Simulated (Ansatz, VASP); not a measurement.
# ZnS: VASP beside Ansatz

POSCAR

```
ZnS
1.0
   -2.7046500000     -2.7046500000      0.0000000000
    2.7046500000     -2.7046500000      0.0000000000
    0.0000000000      0.0000000000     12.3186000000
Zn S
4 4
Direct
    0.0000000000      0.0000000000      0.8233433588
    0.5000000000      0.5000000000      0.1646686718
    0.0000000000      0.0000000000      0.3842269008
    0.5000000000      0.5000000000      0.6037851298
    0.5000000000      0.0000000000      0.2744477863
    0.0000000000      0.5000000000      0.4940060153
    0.5000000000      0.0000000000      0.7135642443
    0.0000000000      0.5000000000      0.0548895573
```

Contents of INCAR.step1:

```
PREC = Accurate
ENCUT = 520
ISMEAR = 0
SIGMA = 0.05
LREAL = False
LASPH = True
NELM = 80
NBANDS = 46
GGA = PE
ALGO = Normal
EDIFF = 1E-4
LWAVE = True
LCHARG = False
```

Contents of INCAR.step2:

```
PREC = Accurate
ENCUT = 520
EDIFF = 1E-6
ISMEAR = 0
SIGMA = 0.05
LREAL = False
LASPH = True
NELM = 80
ALGO = Normal
ISIF = 2
LWAVE = False
LCHARG = False
METAGGA = R2SCAN
LMIXTAU = True
NBANDS = 46
ISTART = 1
```

File KPOINTS:

```
regular mesh
0
Gamma
  6 6 2
```

Input for Ansatz:

```yaml
crystal:
  lattice:
    - [-2.70465, -2.70465, 0.0]
    - [2.70465, -2.70465, 0.0]
    - [0.0, 0.0, 12.3186]
  atoms:
    - { symbol: Zn, position: [0.0, 0.0, 0.8233433588] }
    - { symbol: Zn, position: [0.5, 0.5, 0.1646686718] }
    - { symbol: Zn, position: [0.0, 0.0, 0.3842269008] }
    - { symbol: Zn, position: [0.5, 0.5, 0.6037851298] }
    - { symbol: S, position: [0.5, 0.0, 0.2744477863] }
    - { symbol: S, position: [0.0, 0.5, 0.4940060153] }
    - { symbol: S, position: [0.5, 0.0, 0.7135642443] }
    - { symbol: S, position: [0.0, 0.5, 0.0548895573] }
basis:
  ecutwfc: 500
kpoints:
  mp_grid: { grid: [6, 6, 2] }
hamiltonian:
  xc: r2scan
scf:
  occupations: { method: gaussian, width: 0.05 }
output:
  forces: true
  stress: true
  eigenvalues: true
  write_density: true
  write_potential: true
  elf: true
  volumetric_format: npy
```

Alike in both runs: task single point; functional r2SCAN; k mesh 6 × 6 × 2; occupations gaussian, width 0.05 eV; no spin polarisation.

```csv
,VASP,Ansatz
version,VASP 6.6.1,Ansatz 0.2.0
potentials or method,"VASP PAW PBE potentials, release 64 (Zn, S), cutoff 520 eV","scalar-relativistic, plane waves, PAW"
valence electrons in the cell,72,72
```

|  | VASP | Ansatz | Ansatz less VASP |
| --- | --- | --- | --- |
| gap on the k mesh at the Fermi level (eV) | none | none | - |
| pressure (GPa) | -2.9 | -3.0 | -0.07 |
| traceless stress, the component that is largest in VASP (GPa) | -3.68 | -3.65 | +0.023 |
| rms of the force components (eV/Å) | 0.513 | 0.517 | +0.0044 |

VASP's potentials were made for PBE, not for r2SCAN. Atom by atom the forces differ by 0.007 eV/Å (rms over components). A gap of «none» marks a metal or a gap that the smearing closes.
